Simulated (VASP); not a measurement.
Write the native input for VASP 6.6.1 that does the following.

```yaml
Task: single point
Functional: r2SCAN
Potentials_or_basis: VASP PAW PBE potentials, release 64 (Cl)
Cutoff: 520 eV
k_mesh: 9 × 9 × 9
Occupations: fermi-dirac, width 0.1 eV
Spin: no spin polarisation
Dipole_correction: no
Further_INCAR_settings: ALGO = Normal; EDIFF = 1e-06; NBANDS = 14
```

Crystal: Cl.

```xyz
2
Lattice="0.0000 3.2427 3.2427 3.2427 0.0000 3.2427 3.2427 3.2427 0.0000" Properties=species:S:1:pos:R:3 pbc="T T T"
Cl    0.0000    0.0000    0.0000
Cl    1.6213    1.6213    1.6213
```

One way to write it, as run:

POSCAR

```
Cl
1.0
    0.0000000000      3.2426664531      3.2426664531
    3.2426664531      0.0000000000      3.2426664531
    3.2426664531      3.2426664531      0.0000000000
Cl
2
Direct
    0.0000000000      0.0000000000      0.0000000000
    0.2500000000      0.2500000000      0.2500000000
```

INCAR.step1

```
SYSTEM = Cl
  PREC = Accurate
  ENCUT = 520
  ISMEAR = -1
  SIGMA = 0.1
  LREAL = .False.
  LASPH = .True.
  NELM = 80
  NBANDS = 14
  GGA = PE
  ALGO = Normal
  EDIFF = 1E-4
  LWAVE = .True.
  LCHARG = .False.
```

INCAR.step2

```
SYSTEM = Cl
  PREC = Accurate
  ENCUT = 520
  EDIFF = 1E-6
  ISMEAR = -1
  SIGMA = 0.1
  LREAL = .False.
  LASPH = .True.
  NELM = 80
  ALGO = Normal
  ISIF = 2
  LWAVE = .False.
  LCHARG = .False.
  METAGGA = R2SCAN
  LMIXTAU = .True.
  NBANDS = 14
  ISTART = 1
```

KPOINTS

```
regular mesh
0
Gamma
  9 9 9
  0 0 0
```

Potentials or basis: VASP PAW PBE potentials, release 64 (Cl).

The run is started by

```sh
$ cat potpaw_PBE.64/Cl/POTCAR > POTCAR
$ cp INCAR.step1 INCAR
$ mpirun -np 1 vasp_std > vasp.out
$ cp INCAR.step2 INCAR
$ mpirun -np 1 vasp_std > vasp.out
```

It gave:

| Item | Value |
| --- | --- |
| Pressure | -0.5 GPa |
| Band gap on the k mesh | zero (bands 7 and 8 overlap by 1.16 eV) |

Caveat: the PAW data sets were made with another functional, which shifts forces and pressure a little.

Run time: 2.8 min on 1 thread of Intel Xeon 8259CL (shared host), peak memory 0.21 GiB.
